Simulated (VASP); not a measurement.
Input of a VASP 6.6.1 run:

The input INCAR:

```
SYSTEM = Ge
PREC     = Accurate       ! precision mode
ENCUT    = 410            ! plane-wave cutoff, eV
EDIFF    = 1E-6           ! SCF threshold, eV
ISMEAR   = 0              ! smearing method
SIGMA    = 0.03           ! smearing width, eV
LREAL    = .FALSE.        ! projectors in reciprocal space
LASPH    = .TRUE.         ! aspherical terms in the spheres
NELM     = 120            ! most SCF steps
ALGO     = Normal         ! electronic algorithm
ISIF     = 2              ! what is computed and relaxed
LWAVE    = .FALSE.        ! write WAVECAR
LCHARG   = .FALSE.        ! write CHGCAR
LDIPOL   = .TRUE.       
IDIPOL   = 3            
DIPOL    = 0.5 0.5 0.500
GGA      = PE             ! functional
NBANDS   = 66             ! bands
GGA_COMPAT= .FALSE.      
NELMDL   = -8
```

File KPOINTS:

```
regular mesh
0
G
  6 6 1
  0 0 0
```

File POSCAR:

```
Ge
1.0
    4.0740339105      0.0000000000      0.0000000000
    0.0000000000      5.7615540344      0.0000000000
    0.0000000000      0.0000000000     20.1110004015
Ge
8
Direct
    0.0000000000      0.0014759983      0.3460898864
    0.5000000000      0.2485240017      0.3460898864
    0.5000000000      0.4984672950      0.4476465718
    0.0000000000      0.7515327050      0.4476465718
    0.0000000000     -0.0015325048      0.5523560839
    0.5000000000      0.2515325048      0.5523560839
    0.5000000000      0.5014763851      0.6539125017
    0.0000000000      0.7485236149      0.6539125017
```

Potentials or basis: VASP PAW PBE potentials, release 64 (Ge_d).

Command:

```bash
$ cat potpaw_PBE.64/Ge_d/POTCAR > POTCAR
$ mpirun -np 1 vasp_std > vasp.out
```

(1) What does it give for the largest force?

(2) What does it give for the band gap on the k mesh?

Answers

(1) 0.004 eV/Å.

(2) zero (bands 56 and 57 overlap by 0.34 eV).
